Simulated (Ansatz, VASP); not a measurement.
**Two plane-wave programs on BAs**

Contents of INCAR:

```
ALGO = Normal
EDIFF = 1E-6
ENCUT = 520
GGA = PE
ISIF = 2
ISMEAR = 0
LASPH = True
LCHARG = False
LREAL = False
LWAVE = False
NBANDS = 11
NELM = 60
PREC = Accurate
SIGMA = 0.01
```

Contents of KPOINTS:

```
k-points
0
Gamma
  8 8 8
```

File POSCAR:

```
BAs
1.0
    0.0000000000      2.3724693156      2.3724693156
    2.3724693156      0.0000000000      2.3724693156
    2.3724693156      2.3724693156      0.0000000000
B As
1 1
Direct
    0.0000000000      0.0000000000      0.0000000000
    0.2500000000      0.2500000000      0.2500000000
```

Input for Ansatz:

```yaml
crystal:
  lattice:
    - [0.0, 2.372469315643883, 2.372469315643883]
    - [2.372469315643883, 0.0, 2.372469315643883]
    - [2.372469315643883, 2.372469315643883, 0.0]
  atoms:
    - { symbol: B, position: [0.0, 0.0, 0.0] }
    - { symbol: As, position: [0.25, 0.25, 0.25] }
basis:
  ecutwfc: 420.0
kpoints:
  mp_grid:
    grid: [8, 8, 8]
hamiltonian:
  xc: pbe
  pseudopotentials:
    kind: paw
scf:
  occupations:
    method: fixed
output:
  stress: true
```

Alike in both runs: task single point; functional PBE; k mesh 8 × 8 × 8; no spin polarisation.

```csv
,VASP,Ansatz
version,VASP 6.6.1,Ansatz 0.2.0
potentials or method,"VASP PAW PBE potentials, release 64 (B, As), cutoff 520 eV","plane waves, PAW"
occupations,"gaussian, width 0.01 eV",fixed
valence electrons in the cell,8,18
```

|  | VASP | Ansatz | Ansatz less VASP |
| --- | --- | --- | --- |
| pressure (GPa) | 6.5 | 5.8 | -0.72 |

VASP's potentials hold 8 valence electrons a cell and Ansatz's 18, so a difference there can come from the potentials and not from the codes.
